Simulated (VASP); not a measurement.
# LaHg2 (P6/mmm) in VASP: further runs

The runs below take LaHg2 through single point, with LDA.

Everything below comes from runs of VASP 6.6.1. Logs are shortened: lines on timing, memory, paths and dates and some standing lists are left out, and cuts for length are marked.

### Step 1. The cell of the first run

Symmetry: P6/mmm, No. 191, hexagonal system. Conventional cell: a = 4.891 Å, b = 4.891 Å, c = 3.591 Å, α = 90.00°, β = 90.00°, γ = 120.00°. Within 4.4 Å of La (site symmetry 6/mmm) lie 12 Hg at 3.35 Å and 2 La at 3.59 Å. Within 3.7 Å of Hg (site symmetry -6m2) lie 5 Hg at 2.82 to 3.59 Å and 6 La at 3.35 Å.

### Step 2. Single point, LDA (volume scaled by 0.96)

INCAR

```
SYSTEM = LaHg2
PREC = Accurate
ENCUT = 520
EDIFF = 1E-6
ISMEAR = -1
SIGMA = 0.08
LREAL = .FALSE.
LASPH = .TRUE.
NELM = 80
ALGO = Normal
ISIF = 2
LWAVE = .FALSE.
LCHARG = .FALSE.
NBANDS = 24
```

KPOINTS

```
Automatic mesh
0
G
  8 8 9
  0 0 0
```

POSCAR

```
LaHg2
1.0
    4.8909900976      0.0000000000      0.0000000000
   -2.4454950489      4.2357216743      0.0000000000
    0.0000000000      0.0000000000      3.5908047802
La Hg
1 2
Direct
    0.0000000000      0.0000000000      0.0000000000
    0.3333333333      0.6666666667      0.5000000000
    0.6666666667      0.3333333333      0.5000000000
```

Potentials or basis: VASP PAW LDA potentials, release 64 (La, Hg).

Command:

```console
> cat potpaw_LDA.64/La/POTCAR potpaw_LDA.64/Hg/POTCAR > POTCAR
> mpirun -np 1 vasp_std > vasp.out
```

OUTCAR:

```text
SYSTEM = LaHg2
   PREC = Accurate
   ENCUT = 520
   EDIFF = 1E-6
   ISMEAR = -1
   LREAL = .FALSE.
   LASPH = .TRUE.
   NELM = 80
   ISIF = 2

 ion  position               nearest neighbor table
   1  0.000  0.000  0.000-   2 3.35   3 3.35   2 3.35   3 3.35   3 3.35   3 3.35   2 3.35   2 3.35
                             3 3.35   3 3.35   2 3.35   2 3.35
   2  0.333  0.667  0.500-   3 2.82   3 2.82   3 2.82   1 3.35   1 3.35   1 3.35   1 3.35   1 3.35
                             1 3.35
   3  0.667  0.333  0.500-   2 2.82   2 2.82   2 2.82   1 3.35   1 3.35   1 3.35   1 3.35   1 3.35
                             1 3.35

  LATTYP: Found a hexagonal cell.
 ALAT       =     4.8909900976
 C/A-ratio  =     0.7341672562

  Lattice vectors:

 A1 = (   4.8909900976,   0.0000000000,   0.0000000000)
 A2 = (  -2.4454950489,   4.2357216743,   0.0000000000)
 A3 = (   0.0000000000,   0.0000000000,   3.5908047802)

Analysis of symmetry for initial positions (statically):
=====================================================================
 Subroutine PRICEL returns:
 Original cell was already a primitive cell.

 Routine SETGRP: Setting up the symmetry group for a
 hexagonal supercell.

 Subroutine GETGRP returns: Found 24 space group operations
 (whereof 24 operations were pure point group operations)
 out of a pool of 24 trial point group operations.

The static configuration has the point symmetry D_6h.

Analysis of symmetry for dynamics (positions and initial velocities):
=====================================================================
 Subroutine PRICEL returns:
 Original cell was already a primitive cell.

 Routine SETGRP: Setting up the symmetry group for a
 hexagonal supercell.

 Subroutine GETGRP returns: Found 24 space group operations
 (whereof 24 operations were pure point group operations)
 out of a pool of 24 trial point group operations.

The dynamic configuration has the point symmetry D_6h.

 Subroutine INISYM returns: Found 24 space group operations
 (whereof 24 operations are pure point group operations),
 and found     1 'primitive' translations

----------------------------------------------------------------------------------------

                                     Primitive cell

  volume of cell :      74.3902

  direct lattice vectors                    reciprocal lattice vectors
     4.890990098  0.000000000  0.000000000     0.204457580  0.118043639  0.000000000
    -2.445495049  4.235721674  0.000000000     0.000000000  0.236087278  0.000000000
     0.000000000  0.000000000  3.590804780     0.000000000  0.000000000  0.278489102

  length of vectors
     4.890990098  4.890990098  3.590804780     0.236087278  0.236087278  0.278489102

  position of ions in fractional coordinates (direct lattice)
     0.000000000  0.000000000  0.000000000
     0.333333333  0.666666667  0.500000000
     0.666666667  0.333333333  0.500000000

  ion indices of the primitive-cell ions
   primitive index   ion index
                 1           1
                 2           2
                 3           3

----------------------------------------------------------------------------------------

 KPOINTS: Automatic mesh

Automatic generation of k-mesh.
 Grid dimensions read from file:
 generate k-points for:    8    8    9

 Generating k-lattice:

  Cartesian coordinates                     Fractional coordinates (reciprocal lattice)
     0.025557198  0.014755455  0.000000000     0.125000000  0.000000000  0.000000000
     0.000000000  0.029510910  0.000000000     0.000000000  0.125000000  0.000000000
     0.000000000  0.000000000  0.030943234     0.000000000  0.000000000  0.111111111

  Length of vectors
     0.029510910  0.029510910  0.030943234

  Shift w.r.t. Gamma in fractional coordinates (k-lattice)
     0.000000000  0.000000000  0.000000000

 Subroutine IBZKPT returns following result:
 ===========================================

 Found     50 irreducible k-points:

 Following reciprocal coordinates:
            Coordinates               Weight
  0.000000  0.000000  0.000000      1.000000
  0.125000  0.000000  0.000000      6.000000
  0.250000  0.000000  0.000000      6.000000
  0.375000 -0.000000  0.000000      6.000000
  0.500000  0.000000  0.000000      3.000000
  0.125000  0.125000  0.000000      6.000000
[... 16 lines left out ...]
  0.250000  0.000000  0.222222     12.000000
  0.375000 -0.000000  0.222222     12.000000
 [... further k-points ...]
   k-points           NKPTS =     50   k-points in BZ     NKDIM =     50   number of bands    NBANDS=     24
   number of dos      NEDOS =    301   number of ions     NIONS =      3
   total plane-waves  NPLWV =  36288
   dimension x,y,z NGX =    36 NGY =   36 NGZ =   28
   dimension x,y,z NGXF=    72 NGYF=   72 NGZF=   56
   ions per type =               1   2
   NGX,Y,Z   is equivalent  to a cutoff of  12.24, 12.24, 12.96 a.u.
   NGXF,Y,Z  is equivalent  to a cutoff of  24.47, 24.47, 25.93 a.u.
 SYSTEM =  LaHg2
   PREC   = accura    normal or accurate (medium, high low for compatibility)
   ISTART =      0    job   : 0-new  1-cont  2-samecut
   ICHARG =      2    charge: 1-file 2-atom 10-const
   ISPIN  =      1    spin polarized calculation?
   LNONCOLLINEAR =      F non collinear calculations
   LSORBIT =      F    spin-orbit coupling
   LASPH  =      T    aspherical Exc in radial PAW
   ENCUT  =  520.0 eV  38.22 Ry    6.18 a.u.   9.09  9.09  6.68*2*pi/ulx,y,z
   NELM   =     80;   NELMIN=  2; NELMDL= -5     # of ELM steps
   EDIFF  = 0.1E-05   stopping-criterion for ELM
   LREAL  =      F    real-space projection
   EDIFFG = 0.1E-04   stopping-criterion for IOM
   NSW    =      0    number of steps for IOM
   IBRION =     -1    ionic relax: 0-MD 1-quasi-New 2-CG
   NFREE  =      0    steps in history (QN), initial steepest desc. (CG)
   ISIF   =      2    stress and relaxation
   ISYM   =      2    0-nonsym 1-usesym 2-fastsym
   POTIM  = 0.5000    time-step for ionic-motion
   TEBEG  =    0.0;   TEEND  =   0.0 temperature during run
   PSTRESS=    0.0 pullay stress
   NELECT =      35.0000    total number of electrons
   NUPDOWN=      -1.0000    fix difference up-down
   EMIN   =  10.00;   EMAX   =-10.00  energy-range for DOS
   EFERMI =   0.00;   METHOD = LEGACY
   ISMEAR =    -1;   SIGMA  =   0.08  broadening in eV -4-tet -1-fermi 0-gaus
   EFERMI_NEDOS =   21; number of points for ismear=-14 and -15
   IALGO  =     38    algorithm
   IMIX   =      4    mixing-type and parameters
     AMIX     =   0.40;   BMIX     =  1.00
     AMIX_MAG =   1.60;   BMIX_MAG =  1.00
  volume/ion in A,a.u.               =      24.80       167.34
  Fermi-wavevector in a.u.,A,eV,Ry     =   1.273285  2.406159 22.058498  1.621254
  Thomas-Fermi vector in A             =   2.406117
   LORBIT       =      0    0 simple, 1 ext, 2 COOP (PROOUT), +10 PAW based schemes
   GGA     = CA    functional components
   LHFCALC =     F    Hartree Fock is set to
   AEXX    =    0.0000 exact exchange contribution
   IVDW    =     0    specifies the selected vdW correction
   LEPSILON=     F    determine dielectric tensor
   LRPA    =     F    only Hartree local field effects (RPA)
 non-spin polarized calculation
  energy-cutoff  :      520.00
  volume of cell :       74.39
 maximum number of plane-waves:      2020
   NGX = 19   NGY = 19   NGZ = 13

 number of electron      34.9999996 magnetization

 Free energy of the ion-electron system (eV)
  ---------------------------------------------------
  ext. energy  EPLUGINS =         0.00000000
  ---------------------------------------------------
  free energy    TOTEN  =        -9.37187560 eV

  energy without entropy =       -9.31972479  energy(sigma->0) =       -9.34580019

 E-fermi :   6.1804     XC(G=0): -11.1525

 val. band max:        6.1467958355   @ k =   0.1250   0.1250   0.3333
 cond. band min:       6.1854933039   @ k =   0.0000   0.0000   0.2222
 fundamental gap:      0.0386974683
 Fermi energy:         6.1803884474

 k-point     1 :       0.0000    0.0000    0.0000
  band No.  band energies     occupation
      1     -26.6595      2.00000
      2     -10.4569      2.00000
      3     -10.4569      2.00000
      4      -9.9409      2.00000
      5      -2.6670      2.00000
      6      -1.7837      2.00000
[... 16 lines left out ...]
     23       7.9716      0.00000
     24       8.0166      0.00000

 k-point     2 :       0.1250    0.0000    0.0000
  band No.  band energies     occupation
      1     -26.6585      2.00000
      2     -10.4834      2.00000
      3     -10.4586      2.00000
      4      -9.9420      2.00000
      5      -2.5290      2.00000
      6      -1.7676      2.00000
[... 16 lines left out ...]
     23       7.9750      0.00000
     24       8.0033      0.00000

 k-point     3 :       0.2500    0.0000    0.0000
  band No.  band energies     occupation
      1     -26.6561      2.00000
      2     -10.5442      2.00000
      3     -10.4628      2.00000
      4      -9.9447      2.00000
      5      -2.2796      2.00000
      6      -2.0014      2.00000
[... 16 lines left out ...]
     23       7.9763      0.00000
     24       8.0074      0.00000

 k-point     4 :       0.3750   -0.0000    0.0000
  band No.  band energies     occupation
      1     -26.6536      2.00000
      2     -10.6009      2.00000
      3     -10.4671      2.00000
      4      -9.9475      2.00000
      5      -2.3276      2.00000
      6      -2.0726      2.00000
[... 16 lines left out ...]
     23       8.0018      0.00000
     24       8.0301      0.00000

 k-point     5 :       0.5000    0.0000    0.0000
  band No.  band energies     occupation
      1     -26.6526      2.00000
      2     -10.6233      2.00000
      3     -10.4688      2.00000
      4      -9.9487      2.00000
      5      -2.4067      2.00000
      6      -2.1160      2.00000
[... 451 lines left out ...]
 k-point    22 :       0.1250    0.0000    0.2222
  band No.  band energies     occupation
      1     -26.6126      2.00000
      2     -10.4709      2.00000
      3     -10.4088      2.00000
      4     -10.3954      2.00000
      5      -2.3377      2.00000
      6      -1.8071      2.00000
[... 16 lines left out ...]
     23       7.9662      0.00000
     24       8.0224      0.00000

 k-point    23 :       0.2500    0.0000    0.2222
  band No.  band energies     occupation
      1     -26.6106      2.00000
      2     -10.4810      2.00000
      3     -10.4373      2.00000
      4     -10.4041      2.00000
      5      -2.3170      2.00000
      6      -1.9825      2.00000
[... 16 lines left out ...]
     23       7.9396      0.00000
     24       7.9652      0.00000

 k-point    24 :       0.3750   -0.0000    0.2222
  band No.  band energies     occupation
      1     -26.6087      2.00000
      2     -10.5134      2.00000
      3     -10.4419      2.00000
      4     -10.4128      2.00000
      5      -2.3243      2.00000
      6      -2.0996      2.00000
[... 16 lines left out ...]
     23       7.9133      0.00000
     24       7.9544      0.00000

 [... further k-points ...]
[... 5 lines left out ...]
  --------------------------------------------------------------------------------------
  -------------------------------------------------------------------------------------
  Total        0.5779282      0.5779282     -0.7368795     -0.0000000      0.0000000      0.0000000
  in kB       12.4471087     12.4471087    -15.8705170     -0.0000000      0.0000000      0.0000000
  external PRESSURE =       3.0079001 kB  Pullay stress =       0.0000000 kB

 VOLUME and BASIS-vectors are now :
 -----------------------------------------------------------------------------
  energy-cutoff  :      520.00
  volume of cell :       74.39
      direct lattice vectors                 reciprocal lattice vectors
     4.890990098  0.000000000  0.000000000     0.204457580  0.118043639  0.000000000
    -2.445495049  4.235721674  0.000000000     0.000000000  0.236087278  0.000000000
     0.000000000  0.000000000  3.590804780     0.000000000  0.000000000  0.278489102

 POSITION                                       TOTAL-FORCE (eV/Angst)
 -----------------------------------------------------------------------------------
      0.00000      0.00000      0.00000        -0.000000      0.000000      0.000000
     -0.00000      2.82381      1.79540         0.000000      0.000000      0.000000
      2.44550      1.41191      1.79540         0.000000      0.000000     -0.000000
 -----------------------------------------------------------------------------------
    total drift:                                0.000000     -0.000000     -0.000000

  FREE ENERGIE OF THE ION-ELECTRON SYSTEM (eV)
  ---------------------------------------------------
  free  energy   TOTEN  =        -9.3718755952 eV

  energy  without entropy=       -9.3197247891  energy(sigma->0) =       -9.34580019
```

Wall time 60 s (1 thread of Intel Xeon Platinum 8488C (Sapphire Rapids), shared host); peak memory 0.22 GiB.

What came out:

```
Free energy : -9.3719 eV
Pressure    : 0.3 GPa
```

Stress tensor (GPa, compression positive):
```
 1.24  0.00  0.00
 0.00  1.24  0.00
 0.00  0.00 -1.59
```

Caveat: spin-orbit coupling is left out, which moves the levels of the heavy elements.

### Step 3. Single point, LDA (zz strain of -2 %)

INCAR

```
ALGO = Normal
EDIFF = 1E-7
ENCUT = 520
GGA = CA
ISIF = 2
ISMEAR = -1
LASPH = True
LCHARG = True
LELF = True
LREAL = False
LVHAR = True
LWAVE = False
NBANDS = 24
NELM = 100
PREC = Accurate
SIGMA = 0.08
```

KPOINTS

```
k-points
0
Gamma
  8 8 9
```

POSCAR

```
LaHg2
1.0
    4.9579982887      0.0000000000      0.0000000000
   -2.4789991444      4.2937524700      0.0000000000
    0.0000000000      0.0000000000      3.5672000000
La Hg
1 2
Direct
    0.0000000000      0.0000000000      0.0000000000
    0.3333333333      0.6666666667      0.5000000000
    0.6666666667      0.3333333333      0.5000000000
```

Potentials or basis: VASP PAW LDA potentials, release 64 (La, Hg).

Command:

```console
> cat potpaw_LDA.64/La/POTCAR potpaw_LDA.64/Hg/POTCAR > POTCAR
> mpirun -np 1 vasp_std > vasp.out
```

It took 94 s on 1 thread of Intel Xeon Platinum 8488C (Sapphire Rapids), shared host; peak memory 0.24 GiB.

The run converged. Its results:

* Free energy: -9.3777 eV
* Pressure: -1.7 GPa

Stress tensor (GPa, compression positive):
```
-1.35  0.00  0.00
 0.00 -1.35  0.00
 0.00  0.00 -2.38
```

Levels at points of the mesh, in eV from the Fermi level:
| k point | band 13 | band 14 | band 15 | band 16 | band 17 | band 18 | band 19 | band 20 | band 21 | band 22 |
| --- | --- | --- | --- | --- | --- | --- | --- | --- | --- | --- |
| (0.00, 0.00, 0.00) | -7.24 | -6.85 | -6.85 | -1.14 | -1.14 | -0.55 | -0.26 | 1.43 | 1.43 | 1.65 |
| (0.50, 0.00, 0.00) | -6.72 | -6.65 | -5.42 | -5.18 | -0.47 | -0.12 | 1.43 | 1.49 | 1.64 | 1.66 |

Caveat: the cell differs from its parent crystal (zz strain of -2 %); spin-orbit coupling is left out, which moves the levels of the heavy elements.

### Step 4. Single point, LDA (volume scaled by 0.99)

INCAR

```
SYSTEM = LaHg2
ALGO = Normal ; EDIFF = 1E-6
ENCUT = 520 ; GGA = CA
ISIF = 2 ; ISMEAR = -1
LASPH = .True. ; LCHARG = .False.
LREAL = .False. ; LWAVE = .False.
NBANDS = 24 ; NELM = 100
PREC = Accurate ; SIGMA = 0.08
```

KPOINTS

```
k-points
0
Gamma
  8 8 9
  0 0 0
```

POSCAR

```
LaHg2
1.0
    4.9414162308      0.0000000000      0.0000000000
   -2.4707081154      4.2793919866      0.0000000000
    0.0000000000      0.0000000000      3.6278259960
La Hg
1 2
Direct
    0.0000000000      0.0000000000      0.0000000000
    0.3333333333      0.6666666667      0.5000000000
    0.6666666667      0.3333333333      0.5000000000
```

Command:

```console
> cat potpaw_LDA.64/La/POTCAR potpaw_LDA.64/Hg/POTCAR > POTCAR
> mpirun -np 1 vasp_std > vasp.out
```

Run time: 95 s. Hardware: 1 thread of Intel Xeon Platinum 8488C (Sapphire Rapids), shared host; peak memory 0.24 GiB.

It converged, with:

- Free energy: -9.3606 eV
- Pressure: -1.9 GPa

Stress tensor (GPa, compression positive):
```
-1.38  0.00  0.00
 0.00 -1.38  0.00
 0.00  0.00 -3.02
```

Levels at points of the mesh, in eV from the Fermi level:
```
           k point  band 14  band 15  band 16  band 17  band 18  band 19  band 20  band 21
(0.00, 0.00, 0.00)    -6.85    -6.85    -1.05    -1.05    -0.44    -0.21     1.41     1.41
(0.50, 0.00, 0.00)    -6.62    -5.38    -5.14    -0.42    -0.10     1.41     1.47     1.60
```

Caveat: spin-orbit coupling is left out, which moves the levels of the heavy elements.

### Step 5. Single point, LDA (zz strain of -1 %)

INCAR

```
SYSTEM = LaHg2
PREC = Accurate ; ENCUT = 520
EDIFF = 1E-6 ; ISMEAR = -1
SIGMA = 0.08 ; LREAL = .False.
LASPH = .True. ; NELM = 100
ALGO = Normal ; ISIF = 2
LWAVE = .False. ; LCHARG = .False.
GGA = CA ; NBANDS = 24
```

KPOINTS

```
Automatic mesh
0
Gamma
  8 8 9
  0 0 0
```

POSCAR

```
LaHg2
1.0
    4.9579982887      0.0000000000      0.0000000000
   -2.4789991444      4.2937524700      0.0000000000
    0.0000000000      0.0000000000      3.6036000000
La Hg
1 2
Direct
    0.0000000000      0.0000000000      0.0000000000
    0.3333333333      0.6666666667      0.5000000000
    0.6666666667      0.3333333333      0.5000000000
```

Command:

```console
> cat potpaw_LDA.64/La/POTCAR potpaw_LDA.64/Hg/POTCAR > POTCAR
> mpirun -np 1 vasp_std > vasp.out
```

Wall time 85 s (1 thread of Intel Xeon Platinum 8488C (Sapphire Rapids), shared host); peak memory 0.24 GiB.

The run converged. Its results:

```yaml
Free_energy: -9.3652 eV
Pressure: -2.1 GPa
```

Stress tensor (GPa, compression positive):
```
-1.75  0.00  0.00
 0.00 -1.75  0.00
 0.00  0.00 -2.94
```

Levels at points of the mesh, in eV from the Fermi level:
```tsv
k point	band 15	band 16	band 17	band 18	band 19	band 20
(0.00, 0.00, 0.00)	-6.84	-1.08	-1.08	-0.50	-0.23	1.41
(0.50, 0.00, 0.00)	-5.39	-5.16	-0.45	-0.11	1.41	1.46
```

Caveat: the cell differs from its parent crystal (zz strain of -1 %); spin-orbit coupling is left out, which moves the levels of the heavy elements.

### Step 6. Summary

| cell | gap on the mesh (eV) | pressure (GPa) |
| --- | --- | --- |
| a = 4.891, b = 4.891, c = 3.591 Å, angles 90.0, 90.0, 120.0°, 3 atoms | none | 0.3 |
| a = 4.958, b = 4.958, c = 3.567 Å, angles 90.0, 90.0, 120.0°, 3 atoms | none | -1.7 |
| a = 4.941, b = 4.941, c = 3.628 Å, angles 90.0, 90.0, 120.0°, 3 atoms | none | -1.9 |
| a = 4.958, b = 4.958, c = 3.604 Å, angles 90.0, 90.0, 120.0°, 3 atoms | none | -2.1 |

Alike in all rows: task single point; level LDA; potentials or basis VASP PAW LDA potentials, release 64 (La, Hg); no spin polarisation; k mesh 8 × 8 × 9; cutoff (eV) 520; smearing fermi-dirac 0.08 eV.

Caveats: spin-orbit coupling is left out, which moves the levels of the heavy elements.

Total energies depend on the potentials used, so only differences within one code and one set of settings carry meaning.
